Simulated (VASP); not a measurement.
C4N, 5 atoms in the cell. Symmetry: Im-3m, No. 229, cubic system. Conventional cell: a = 4.937 Å, b = 4.937 Å, c = 4.937 Å, α = 90.00°, β = 90.00°, γ = 90.00°. Within 2.8 Å of C (site symmetry -3m) lie 2 N at 2.14 Å and 6 C at 2.47 Å. Within 2.8 Å of N (site symmetry m-3m) lie 8 C at 2.14 Å. 

```yaml
Program: VASP 6.6.1
Task: relaxation of cell and atoms
Functional: PBE
Potentials_or_basis: VASP PAW PBE potentials, release 64 (C, N)
Cutoff: 600 eV
k_mesh: 6 × 6 × 6
Occupations: gaussian, width 0.1 eV
Spin: no spin polarisation
Dipole_correction: no
Further_INCAR_settings: ALGO = Normal; EDIFF = 1e-06; IBRION = 2; EDIFFG = -0.04; NSW = 90; ISIF = 3
```

Potentials or basis: VASP PAW PBE potentials, release 64 (C, N).

Run with:

```sh
$ cat potpaw_PBE.64/C/POTCAR potpaw_PBE.64/N/POTCAR > POTCAR
$ mpirun -np 1 vasp_std > vasp.out
```

Hardware: 1 thread of AMD EPYC 7R13, on a shared host.

Q: Estimate the wall time of this run.

A: Run time: 97 s on 1 thread of AMD EPYC 7R13, with other jobs on the host, peak memory 0.17 GiB. Counts: scf iterations 45, k points 16, ion steps 4.
